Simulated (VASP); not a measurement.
# CuRu4 (P6/mmm) in VASP: further runs

The runs below take CuRu4 through single point, with PBE.

Everything below comes from runs of VASP 6.6.1. Logs are shortened: lines on timing, memory, paths and dates and some standing lists are left out, and cuts for length are marked.

**1. The cell of the first run**

Symmetry: P6/mmm, No. 191, hexagonal system. Conventional cell: a = 3.283 Å, b = 3.283 Å, c = 7.993 Å, α = 90.00°, β = 90.00°, γ = 120.00°. Within 4.0 Å of Cu (site symmetry 6/mmm) lie 2 Ru at 3.02 Å and 6 Cu at 3.28 Å. Within 2.5 Å of Ru (site symmetry -6m2) lie 9 Ru at 1.90 to 2.13 Å. Within 2.6 Å of Ru (site symmetry 6mm) lie 7 Ru at 1.96 to 2.13 Å.

**2. Single point, PBE**

INCAR

```
SYSTEM = CuRu4
PREC = Accurate
ENCUT = 520
EDIFF = 1E-6
ISMEAR = 0
SIGMA = 0.1
LREAL = .False.
LASPH = .True.
NELM = 80
ALGO = Fast
ISIF = 2
LWAVE = .False.
LCHARG = .True.
GGA = PE
LELF = .True.
LVHAR = .True.
NBANDS = 42
```

KPOINTS

```
regular mesh
0
Gamma
  6 6 2
  0 0 0
```

POSCAR

```
CuRu4
1.0
    3.2831875900      0.0000000000      0.0000000000
   -1.6415937900      2.8433238600      0.0000000000
    0.0000000000      0.0000000000      7.9927298300
Cu Ru
1 4
Direct
    0.0000000000      0.0000000000      0.0000000000
    0.3333333300      0.6666666700      0.5000000000
    0.6666666700      0.3333333300      0.5000000000
    0.0000000000      0.0000000000      0.3772800300
    0.0000000000      0.0000000000      0.6227199700
```

Potentials or basis: VASP PAW PBE potentials, release 64 (Cu, Ru_pv).

Command:

```sh
> cat potpaw_PBE.64/Cu/POTCAR potpaw_PBE.64/Ru_pv/POTCAR > POTCAR
> mpirun -np 1 vasp_std > vasp.out
```

OUTCAR:

```text
SYSTEM = CuRu4
   PREC = Accurate
   ENCUT = 520
   EDIFF = 1E-6
   ISMEAR = 0
   LREAL = .False.
   LASPH = .True.
   NELM = 80
   ISIF = 2
   GGA = PE

 ion  position               nearest neighbor table
   1  0.000  0.000  0.000-   4 3.02   5 3.02
   2  0.333  0.667  0.500-   3 1.90   3 1.90   3 1.90   5 2.13   4 2.13   5 2.13   4 2.13   5 2.13
                             4 2.13
   3  0.667  0.333  0.500-   2 1.90   2 1.90   2 1.90   5 2.13   4 2.13   4 2.13   5 2.13   4 2.13
                             5 2.13
   4  0.000  0.000  0.377-   5 1.96   3 2.13   2 2.13   2 2.13   3 2.13   3 2.13   2 2.13   1 3.02

   5  0.000  0.000  0.623-   4 1.96   3 2.13   2 2.13   2 2.13   3 2.13   3 2.13   2 2.13   1 3.02

  LATTYP: Found a hexagonal cell.
 ALAT       =     3.2831875900
 C/A-ratio  =     2.4344420204

  Lattice vectors:

 A1 = (   3.2831875900,   0.0000000000,   0.0000000000)
 A2 = (  -1.6415937900,   2.8433238600,   0.0000000000)
 A3 = (   0.0000000000,   0.0000000000,   7.9927298300)

Analysis of symmetry for initial positions (statically):
=====================================================================
 Subroutine PRICEL returns:
 Original cell was already a primitive cell.

 Routine SETGRP: Setting up the symmetry group for a
 hexagonal supercell.

 Subroutine GETGRP returns: Found 24 space group operations
 (whereof 24 operations were pure point group operations)
 out of a pool of 24 trial point group operations.

The static configuration has the point symmetry D_6h.

Analysis of symmetry for dynamics (positions and initial velocities):
=====================================================================
 Subroutine PRICEL returns:
 Original cell was already a primitive cell.

 Routine SETGRP: Setting up the symmetry group for a
 hexagonal supercell.

 Subroutine GETGRP returns: Found 24 space group operations
 (whereof 24 operations were pure point group operations)
 out of a pool of 24 trial point group operations.

The dynamic configuration has the point symmetry D_6h.

 Subroutine INISYM returns: Found 24 space group operations
 (whereof 24 operations are pure point group operations),
 and found     1 'primitive' translations

----------------------------------------------------------------------------------------

                                     Primitive cell

  volume of cell :      74.6135

  direct lattice vectors                    reciprocal lattice vectors
     3.283187590  0.000000000  0.000000000     0.304582048  0.175850527  0.000000000
    -1.641593790  2.843323860  0.000000000     0.000000000  0.351701055  0.000000000
     0.000000000  0.000000000  7.992729830     0.000000000  0.000000000  0.125113700

  length of vectors
     3.283187590  3.283187589  7.992729830     0.351701054  0.351701055  0.125113700

  position of ions in fractional coordinates (direct lattice)
     0.000000000  0.000000000  0.000000000
     0.333333330  0.666666670  0.500000000
     0.666666670  0.333333330  0.500000000
     0.000000000  0.000000000  0.377280030
     0.000000000  0.000000000  0.622719970

  ion indices of the primitive-cell ions
   primitive index   ion index
                 1           1
                 2           2
                 3           3
                 4           4
                 5           5

----------------------------------------------------------------------------------------

 KPOINTS: regular mesh

Automatic generation of k-mesh.
 Grid dimensions read from file:
 generate k-points for:    6    6    2

 Generating k-lattice:

  Cartesian coordinates                     Fractional coordinates (reciprocal lattice)
     0.050763675  0.029308421  0.000000000     0.166666667  0.000000000  0.000000000
     0.000000000  0.058616842  0.000000000     0.000000000  0.166666667  0.000000000
     0.000000000  0.000000000  0.062556850     0.000000000  0.000000000  0.500000000

  Length of vectors
     0.058616842  0.058616842  0.062556850

  Shift w.r.t. Gamma in fractional coordinates (k-lattice)
     0.000000000  0.000000000  0.000000000

 Subroutine IBZKPT returns following result:
 ===========================================

 Found     14 irreducible k-points:

 Following reciprocal coordinates:
            Coordinates               Weight
  0.000000  0.000000  0.000000      1.000000
  0.166667 -0.000000  0.000000      6.000000
  0.333333 -0.000000  0.000000      6.000000
  0.500000 -0.000000  0.000000      3.000000
  0.166667  0.166667  0.000000      6.000000
  0.333333  0.166667  0.000000     12.000000
  0.333333  0.333333  0.000000      2.000000
  0.000000  0.000000  0.500000      1.000000
  0.166667 -0.000000  0.500000      6.000000
  0.333333 -0.000000  0.500000      6.000000
  0.500000 -0.000000  0.500000      3.000000
  0.166667  0.166667  0.500000      6.000000
  0.333333  0.166667  0.500000     12.000000
  0.333333  0.333333  0.500000      2.000000
   k-points           NKPTS =     14   k-points in BZ     NKDIM =     14   number of bands    NBANDS=     42
   number of dos      NEDOS =    301   number of ions     NIONS =      5
   total plane-waves  NPLWV =  34560
   dimension x,y,z NGX =    24 NGY =   24 NGZ =   60
   dimension x,y,z NGXF=    48 NGYF=   48 NGZF=  120
   ions per type =               1   4
   NGX,Y,Z   is equivalent  to a cutoff of  12.15, 12.15, 12.48 a.u.
   NGXF,Y,Z  is equivalent  to a cutoff of  24.31, 24.31, 24.96 a.u.
 SYSTEM =  CuRu4
   PREC   = accura    normal or accurate (medium, high low for compatibility)
   ISTART =      0    job   : 0-new  1-cont  2-samecut
   ICHARG =      2    charge: 1-file 2-atom 10-const
   ISPIN  =      1    spin polarized calculation?
   LNONCOLLINEAR =      F non collinear calculations
   LSORBIT =      F    spin-orbit coupling
   LASPH  =      T    aspherical Exc in radial PAW
   ENCUT  =  520.0 eV  38.22 Ry    6.18 a.u.   6.10  6.10 14.86*2*pi/ulx,y,z
   NELM   =     80;   NELMIN=  2; NELMDL= -5     # of ELM steps
   EDIFF  = 0.1E-05   stopping-criterion for ELM
   LREAL  =      F    real-space projection
   EDIFFG = 0.1E-04   stopping-criterion for IOM
   NSW    =      0    number of steps for IOM
   IBRION =     -1    ionic relax: 0-MD 1-quasi-New 2-CG
   NFREE  =      0    steps in history (QN), initial steepest desc. (CG)
   ISIF   =      2    stress and relaxation
   ISYM   =      2    0-nonsym 1-usesym 2-fastsym
   POTIM  = 0.5000    time-step for ionic-motion
   TEBEG  =    0.0;   TEEND  =   0.0 temperature during run
   PSTRESS=    0.0 pullay stress
   NELECT =      67.0000    total number of electrons
   NUPDOWN=      -1.0000    fix difference up-down
   EMIN   =  10.00;   EMAX   =-10.00  energy-range for DOS
   EFERMI =   0.00;   METHOD = LEGACY
   ISMEAR =     0;   SIGMA  =   0.10  broadening in eV -4-tet -1-fermi 0-gaus
   EFERMI_NEDOS =   21; number of points for ismear=-14 and -15
   IALGO  =     68    algorithm
   IMIX   =      4    mixing-type and parameters
     AMIX     =   0.40;   BMIX     =  1.00
     AMIX_MAG =   1.60;   BMIX_MAG =  1.00
  volume/ion in A,a.u.               =      14.92       100.70
  Fermi-wavevector in a.u.,A,eV,Ry     =   1.579407  2.984646 33.940091  2.494526
  Thomas-Fermi vector in A             =   2.679791
   LORBIT       =      0    0 simple, 1 ext, 2 COOP (PROOUT), +10 PAW based schemes
   GGA     = PE    functional components
   LHFCALC =     F    Hartree Fock is set to
   AEXX    =    0.0000 exact exchange contribution
   IVDW    =     0    specifies the selected vdW correction
   LEPSILON=     F    determine dielectric tensor
   LRPA    =     F    only Hartree local field effects (RPA)
 non-spin polarized calculation
 RMM-DIIS sequential band-by-band and
 Gauss-broadening in eV      SIGMA  =   0.10
  energy-cutoff  :      520.00
  volume of cell :       74.61
 maximum number of plane-waves:      2040
   NGX = 13   NGY = 13   NGZ = 29

 number of electron      66.9999994 magnetization

 Free energy of the ion-electron system (eV)
  ---------------------------------------------------
  ext. energy  EPLUGINS =         0.00000000
  ---------------------------------------------------
  free energy    TOTEN  =         3.36975922 eV

  energy without entropy =        3.39540121  energy(sigma->0) =        3.38258021

 E-fermi :  10.3160     XC(G=0): -11.9763

 val. band max:       10.2943769818   @ k =   0.3333  -0.0000   0.5000
 cond. band min:      10.3291069666   @ k =   0.1667   0.1667   0.0000
 fundamental gap:      0.0347299848
 Fermi energy:        10.3159536085

 k-point     1 :       0.0000    0.0000    0.0000
  band No.  band energies     occupation
      1     -39.2929      2.00000
      2     -39.2929      2.00000
      3     -36.3053      2.00000
      4     -36.3053      2.00000
      5     -36.2859      2.00000
      6     -35.9450      2.00000
[... 34 lines left out ...]
     41      17.5895      0.00000
     42      18.0204      0.00000

 k-point     2 :       0.1667   -0.0000    0.0000
  band No.  band energies     occupation
      1     -39.7235      2.00000
      2     -39.3286      2.00000
      3     -36.5800      2.00000
      4     -36.1318      2.00000
      5     -35.6190      2.00000
      6     -35.2267      2.00000
[... 34 lines left out ...]
     41      18.1319      0.00000
     42      18.2340      0.00000

 k-point     3 :       0.3333   -0.0000    0.0000
  band No.  band energies     occupation
      1     -40.3232      2.00000
      2     -39.1322      2.00000
      3     -36.3627      2.00000
      4     -36.3247      2.00000
      5     -34.3393      2.00000
      6     -34.2723      2.00000
[... 34 lines left out ...]
     41      15.1661      0.00000
     42      17.9496      0.00000

 k-point     4 :       0.5000   -0.0000    0.0000
  band No.  band energies     occupation
      1     -40.5588      2.00000
      2     -38.9145      2.00000
      3     -36.4315      2.00000
      4     -35.6353      2.00000
      5     -35.1086      2.00000
      6     -34.4893      2.00000
[... 394 lines left out ...]
     41      14.7994      0.00000
     42      17.7546      0.00000

 k-point    13 :       0.3333    0.1667    0.5000
  band No.  band energies     occupation
      1     -40.5255      2.00000
      2     -38.6330      2.00000
      3     -36.4194      2.00000
      4     -36.2877      2.00000
      5     -35.0186      2.00000
      6     -34.9353      2.00000
[... 34 lines left out ...]
     41      15.4048      0.00000
     42      16.9750      0.00000

 k-point    14 :       0.3333    0.3333    0.5000
  band No.  band energies     occupation
      1     -40.5974      2.00000
      2     -37.4557      2.00000
      3     -37.4557      2.00000
      4     -35.8185      2.00000
      5     -35.8185      2.00000
      6     -35.5708      2.00000
[... 34 lines left out ...]
     41      14.6378      0.00000
     42      15.7087      0.00000

------------------------ aborting loop because EDIFF is reached ----------------------------------------

  FORCE on cell =-STRESS in cart. coord.  units (eV):
  Direction    XX          YY          ZZ          XY          YZ          ZX
  --------------------------------------------------------------------------------------
  -------------------------------------------------------------------------------------
  Total      160.2325910    160.2325912     85.0043127      0.0000003      0.0000000      0.0000000
  in kB     3440.6799571   3440.6799612   1825.3005411      0.0000061      0.0000000      0.0000000
  external PRESSURE =    2902.2201531 kB  Pullay stress =       0.0000000 kB

 VOLUME and BASIS-vectors are now :
 -----------------------------------------------------------------------------
  energy-cutoff  :      520.00
  volume of cell :       74.61
      direct lattice vectors                 reciprocal lattice vectors
     3.283187590  0.000000000  0.000000000     0.304582048  0.175850527  0.000000000
    -1.641593790  2.843323860  0.000000000     0.000000000  0.351701055  0.000000000
     0.000000000  0.000000000  7.992729830     0.000000000  0.000000000  0.125113700

 POSITION                                       TOTAL-FORCE (eV/Angst)
 -----------------------------------------------------------------------------------
      0.00000      0.00000      0.00000         0.000000     -0.000000      0.000000
     -0.00000      1.89555      3.99636        -0.000000     -0.000000      0.000000
      1.64159      0.94777      3.99636         0.000000     -0.000000      0.000000
      0.00000      0.00000      3.01550         0.000000     -0.000000    -44.552789
      0.00000      0.00000      4.97723         0.000000      0.000000     44.552789
 -----------------------------------------------------------------------------------
    total drift:                                0.000000     -0.000000      0.000000

  FREE ENERGIE OF THE ION-ELECTRON SYSTEM (eV)
  ---------------------------------------------------
  free  energy   TOTEN  =         3.3697592175 eV

  energy  without entropy=        3.3954012082  energy(sigma->0) =        3.38258021
```

Wall time 36 s (1 thread of Intel Xeon 6975P-C (Granite Rapids), shared host); peak memory 0.19 GiB.

What came out:

```yaml
Free_energy: 3.3698 eV
Pressure: 290.2 GPa
Largest_force: 44.553 eV/Å
```

Forces on the atoms (eV/Å):
```
Cu    0.000   0.000   0.000
Ru    0.000   0.000   0.000
Ru    0.000   0.000   0.000
Ru    0.000   0.000 -44.553
Ru    0.000   0.000  44.553
```

Levels at points of the mesh, in eV from the Fermi level:
```
           k point  band 29  band 30  band 31  band 32  band 33  band 34  band 35  band 36  band 37  band 38
(0.00, 0.00, 0.00)    -1.67    -1.52    -1.52    -1.33    -0.90    -0.62     1.77     1.77     1.99     1.99
(0.50, 0.00, 0.00)    -1.71    -1.63    -1.50    -1.29    -0.95    -0.38     1.00     1.38     1.47     4.48
(0.00, 0.00, 0.50)    -1.67    -1.67    -1.52    -1.52    -0.62     1.75     1.75     2.01     2.01     2.27
(0.50, 0.00, 0.50)    -1.93    -1.74    -1.56    -1.29    -0.96    -0.45     0.44     2.02     3.40     4.57
```

Caveat: the k points lie up to 0.39 Å⁻¹ apart; forces of over 1 eV/Å act on the atoms, so gaps and moduli don't describe the material at rest.

(Part 1 of 2 ends here.)
